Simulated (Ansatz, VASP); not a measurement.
**MgO: VASP beside Ansatz**

```
CELL_PARAMETERS angstrom
-0.02108 2.10850 2.10850
2.10850 -0.02108 2.10850
2.08742 2.08742 0.00000
ATOMIC_POSITIONS crystal
Mg 0.00000 0.00000 0.00000
O 0.50000 0.50000 0.50000
```

Alike in both runs: task single point; functional LDA; k mesh 8 × 8 × 8; occupations fermi-dirac, width 0.02 eV; no spin polarisation.

|  | VASP | Ansatz |
| --- | --- | --- |
| version | VASP 6.6.1 | Ansatz 0.2.0 |
| potentials or method | VASP PAW LDA potentials, release 64 (Mg, O), cutoff 600 eV | plane waves, PAW |
| valence electrons in the cell | 8 | 16 |

```tsv
	VASP	Ansatz	Ansatz less VASP
pressure (GPa)	-8.5	-6.5	+1.98
traceless stress, the component that is largest in VASP (GPa)	2.96	2.93	-0.038
```

LDA's correlation is that of Perdew and Zunger in VASP and of Perdew and Wang (1992) in Ansatz. VASP's potentials hold 8 valence electrons a cell and Ansatz's 16, so a difference there can come from the potentials and not from the codes.
